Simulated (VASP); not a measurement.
Wanted: the native input for a VASP 6.6.1 run.

```yaml
Task: single point
Functional: BLYP
Potentials_or_basis: VASP PAW PBE potentials, release 64 (Ir_sv_GW)
Cutoff: 560 eV
k_mesh: 16 × 16 × 16
Occupations: fermi-dirac, width 0.1 eV
Spin: no spin polarisation
Dipole_correction: no
Further_INCAR_settings: ALGO = Normal; EDIFF = 1e-06; NBANDS = 14
```

The structure of Ir lies in POSCAR:

```
Ir
1.0
   -1.6244436381      1.6244436381      1.6244436381
    1.6244436381     -1.6244436381      1.6244436381
    1.6244436381      1.6244436381     -1.6244436381
Ir
1
Direct
    0.0000000000      0.0000000000      0.0000000000
```

This isn't the form of Ir at room conditions, which is fcc.

The input as run:

INCAR

```
PREC = Accurate ; ENCUT = 560
EDIFF = 1E-6 ; ISMEAR = -1
SIGMA = 0.1 ; LREAL = F
LASPH = T ; NELM = 120
ALGO = Normal ; ISIF = 2
LWAVE = F ; LCHARG = T
GGA = B5 ; ALDAX = 1.0
AGGAX = 1.0 ; AGGAC = 1.0
ALDAC = 0.0 ; LELF = T
LVHAR = T ; NBANDS = 14
GGA_COMPAT = F
```

KPOINTS

```
regular mesh
0
Gamma
  16 16 16
```

Potentials or basis: VASP PAW PBE potentials, release 64 (Ir_sv_GW).

Run with:

```console
$ cat potpaw_PBE.64/Ir_sv_GW/POTCAR > POTCAR
$ mpirun -np 1 vasp_std > vasp.out
```

It gave:

The pressure is -16.4 GPa and the band gap on the k mesh is zero (an odd number of electrons rules out a gap without spin polarisation).

Caveat: the cell stands under tension; the PAW data sets were made with another functional, which shifts forces and pressure a little; spin-orbit coupling is left out, which moves the levels of the heavy elements.

Wall time 24 s on 1 thread of Intel(R) Xeon(R) Platinum 8488C (Sapphire Rapids) (shared host), peak memory 0.17 GiB.
